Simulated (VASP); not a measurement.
Runs of VASP 6.6.1 on InAs. The structure is that of space group I-4m2 (No. 119), or close to it. The cells are those of the table. 

```csv
cell,pressure (GPa)
"a = 4.409, b = 4.409, c = 4.506 Å, angles 59.3, 59.3, 61.5°, 2 atoms",-1.9
"a = 4.377, b = 4.377, c = 4.243 Å, angles 61.0, 61.0, 58.0°, 2 atoms",1.6
"a = 4.310, b = 4.310, c = 4.375 Å, angles 59.5, 59.5, 61.0°, 2 atoms",1.6
"a = 4.441, b = 4.441, c = 4.506 Å, angles 59.5, 59.5, 61.0°, 2 atoms",(b)
"a = 4.375, b = 4.375, c = 4.440 Å, angles 59.5, 59.5, 61.0°, 2 atoms",-0.7
"a = 4.343, b = 4.343, c = 4.440 Å, angles 59.3, 59.3, 61.5°, 2 atoms",(a)
"a = 4.377, b = 4.377, c = 4.506 Å, angles 59.0, 59.0, 62.0°, 2 atoms",-1.3
```

Alike in all rows: task single point; level PBE; potentials or basis VASP PAW PBE potentials, release 64 (In_d, As); no spin polarisation; k mesh 16 × 16 × 16; cutoff (eV) 520; smearing gaussian 0.15 eV.

Estimate the missing entries.

(a) 0.0; (b) -2.5.
